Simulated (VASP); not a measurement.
Runs of VASP 6.6.1 on MnSb. The structure is that of space group P6_3/mmc (No. 194), or close to it. The cells are those of the table. 

```csv
level,potentials or basis,fixed moment (μB),cell,k mesh,smearing,gap on the mesh (eV),pressure (GPa),moment (μB)
PBEsol,"VASP PAW PBE potentials, release 64 (Sb, Mn_pv)",-,"a = 4.231, b = 4.231, c = 5.893 Å, angles 90.0, 90.0, 120.0°, 4 atoms",7 × 7 × 5,fermi-dirac 0.05 eV,none,-8.8,7.05
PBEsol,"VASP PAW PBE potentials, release 64 (Sb, Mn_pv)",-,"a = 3.995, b = 3.995, c = 5.428 Å, angles 90.0, 90.0, 120.0°, 4 atoms",7 × 7 × 5,fermi-dirac 0.05 eV,none,(a),5.66
PBE,"VASP PAW PBE potentials, release 64 (Sb, Mn_pv)",-,"a = 4.150, b = 4.150, c = 5.780 Å, angles 90.0, 90.0, 120.0°, 4 atoms",7 × 7 × 5,gaussian 0.025 eV,none,-3.4,6.68
LDA,"VASP PAW LDA potentials, release 64 (Sb, Mn_pv)",-,"a = 4.122, b = 4.122, c = 5.741 Å, angles 90.0, 90.0, 120.0°, 4 atoms",7 × 7 × 5,fermi-dirac 0.05 eV,none,-10.6,6.25
PBE,"VASP PAW PBE potentials, release 64 (Sb, Mn_pv)",16.0,"a = 4.150, b = 4.150, c = 5.780 Å, angles 90.0, 90.0, 120.0°, 4 atoms",6 × 6 × 4,fermi-dirac 0.05 eV,-,43.0,16.00
PBE,"VASP PAW PBE potentials, release 64 (Sb, Mn_pv)",12.0,"a = 4.150, b = 4.150, c = 5.780 Å, angles 90.0, 90.0, 120.0°, 4 atoms",6 × 6 × 4,fermi-dirac 0.05 eV,-,20.4,12.00
PBE,"VASP PAW PBE potentials, release 64 (Sb, Mn_pv)",8.0,"a = 4.150, b = 4.150, c = 5.780 Å, angles 90.0, 90.0, 120.0°, 4 atoms",6 × 6 × 4,fermi-dirac 0.05 eV,-,1.9,8.00
r2SCAN,"VASP PAW PBE potentials, release 64 (Sb, Mn_pv)",-,"a = 4.150, b = 4.150, c = 5.780 Å, angles 90.0, 90.0, 120.0°, 4 atoms",7 × 7 × 5,fermi-dirac 0.05 eV,none,0.4,(b)
```

Alike in all rows: task single point; spin collinear, ferromagnetic start; cutoff (eV) 520.

Fill in the values left out.

(a) 0.0; (b) 7.47.

Caveats: spin-orbit coupling is left out, which moves the levels of the heavy elements; only a ferromagnetic start was run, and an antiferromagnetic order may lie lower in energy; the cell stands under tension (at least some runs); the PAW data sets were made with another functional, which shifts forces and pressure a little (at least some runs); the total moment is fixed, so each spin has its own Fermi level (at least some runs); the cell stands under pressure (at least some runs).

A k mesh can miss the band edges, and the runs leave out spin-orbit coupling on Sb.

A gap of «none» marks levels without a gap at the run's occupations.
